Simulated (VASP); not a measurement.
A run of VASP 6.6.1:

The input INCAR:

```
ALGO = Normal
DIPOL = 0.5 0.5 0.332
EDIFF = 1E-7
ENCUT = 520
IDIPOL = 3
ISIF = 2
ISMEAR = 0
ISPIN = 2
LASPH = True
LCHARG = True
LDIPOL = True
LELF = True
LMAXMIX = 4
LORBIT = 11
LREAL = False
LVACPOTAV = True
LVHAR = True
LWAVE = False
MAGMOM = 0 0 0 2
NBANDS = 28
NELM = 150
PREC = Accurate
SIGMA = 0.1
```

KPOINTS

```
k-points
0
Gamma
  10 10 1
```

POSCAR

```
Ir3C
1.0
    2.6946510889      0.0000000000      0.0000000000
    0.0000000000      2.6946510889      0.0000000000
    0.0000000000      0.0000000000     20.6339620658
Ir C
3 1
Direct
    0.5000000000      0.5000000000      0.1938551591
    0.0000000000      0.0000000000      0.2819107364
    0.5000000000      0.5000000000      0.3699707328
    0.5000000000      0.5000000000      0.4828913630
```

Potentials or basis: VASP PAW LDA potentials, release 64 (Ir, C).

Command:

```bash
$ cat potpaw_LDA.64/Ir/POTCAR potpaw_LDA.64/C/POTCAR > POTCAR
$ mpirun -np 1 vasp_std > vasp.out
```

Hardware: 1 thread of Intel Xeon 8259CL (shared host).

Question: How long does it take, and how much memory?

Answer: It took 8.8 min on 1 thread of Intel Xeon 8259CL, with other jobs on the host, peak memory 0.3 GiB. Counts: scf iterations 35, k points 21.
